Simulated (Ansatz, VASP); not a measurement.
Si5C: VASP beside Ansatz

```
CELL_PARAMETERS angstrom
2.14348 0.00000 0.00000
-1.07174 1.85631 0.00000
0.00000 0.00000 22.31596
ATOMIC_POSITIONS crystal
Si 0.33333 0.66667 0.66667
Si 0.33333 0.66667 0.00000
Si 0.33333 0.66667 0.33333
Si 0.66667 0.33333 0.66667
Si 0.66667 0.33333 0.33333
C 0.66667 0.33333 0.00000
```

Alike in both runs: task single point; functional PBE; k mesh 12 × 12 × 1; occupations gaussian, width 0.1 eV; collinear spin.

```csv
,VASP,Ansatz
version,VASP 6.6.1,Ansatz 0.2.0
potentials or method,"VASP PAW PBE potentials, release 64 (Si, C), cutoff 520 eV","scalar-relativistic, plane waves, PAW"
valence electrons in the cell,24,24
```

|  | VASP | Ansatz | Ansatz less VASP |
| --- | --- | --- | --- |
| gap on the k mesh at the Fermi level (eV) | none | none | - |
| net moment per atom (μB) | 0.00 | 0.00 | 0.000 |

A gap of «none» marks a metal or a gap that the smearing closes. With one functional, cell and mesh, what is left measures potentials, basis and numerics. Ansatz's warnings: seeded moment not kept.

Noted on VASP's run: the cell as given lies far from equilibrium.
